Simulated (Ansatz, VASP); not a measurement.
## One calculation of YHg, two programs

The input INCAR:

```
SYSTEM = YHg
PREC = Accurate ; ENCUT = 520
EDIFF = 1E-8 ; ISMEAR = -1
SIGMA = 0.08 ; LREAL = .False.
LASPH = .True. ; NELM = 100
ALGO = Normal ; ISIF = 2
LWAVE = .False. ; LCHARG = .False.
LEFG = .True. ; NBANDS = 18
```

File KPOINTS:

```
regular mesh
0
Gamma
  11 11 11
  0 0 0
```

The input POSCAR:

```
YHg
1.0
    3.6572878460      0.0000000000      0.0000000000
    0.0000000000      3.6572878460      0.0000000000
    0.0000000000      0.0000000000      3.6572878460
Y Hg
1 1
Direct
    0.5000000000      0.5000000000      0.5000000000
    0.0000000000      0.0000000000      0.0000000000
```

Input for Ansatz:

```yaml
crystal:
  lattice:
    - [3.657287846, 0.0, 0.0]
    - [0.0, 3.657287846, 0.0]
    - [0.0, 0.0, 3.657287846]
  atoms:
    - { symbol: "Y", position: [0.5, 0.5, 0.5] }
    - { symbol: Hg, position: [0.0, 0.0, 0.0] }
kpoints:
  mp_grid: { grid: [11, 11, 11] }
scf:
  occupations: { method: fermi_dirac, width: 0.08 }
hamiltonian:
  xc: lda
  pseudopotentials: { kind: all_electron, datasets: crystal }
output:
  forces: true
  stress: true
  eigenvalues: true
  efg: { contact_densities: true }
```

Change from the starting cell: volume scaled by 0.98, crystal datasets.

Alike in both runs: task electric field gradients; functional LDA; k mesh 11 × 11 × 11; occupations fermi-dirac, width 0.08 eV; no spin polarisation.

|  | VASP | Ansatz |
| --- | --- | --- |
| version | VASP 6.6.1 | Ansatz 0.2.0 |
| potentials or method | VASP PAW LDA potentials, release 64 (Y_sv, Hg), cutoff 520 eV | all-electron PAW with datasets made for the crystal, scalar-relativistic |

VASP gave:

| Item | Value |
| --- | --- |
| pressure (GPa) | -1.9 |

Question: Which values does Ansatz return?

Answer: Pressure (GPa): -2.1.

LDA's correlation is that of Perdew and Zunger in VASP and of Perdew and Wang (1992) in Ansatz. Ansatz ran all-electron here, and VASP with PAW potentials.

Spin-orbit coupling is off throughout.
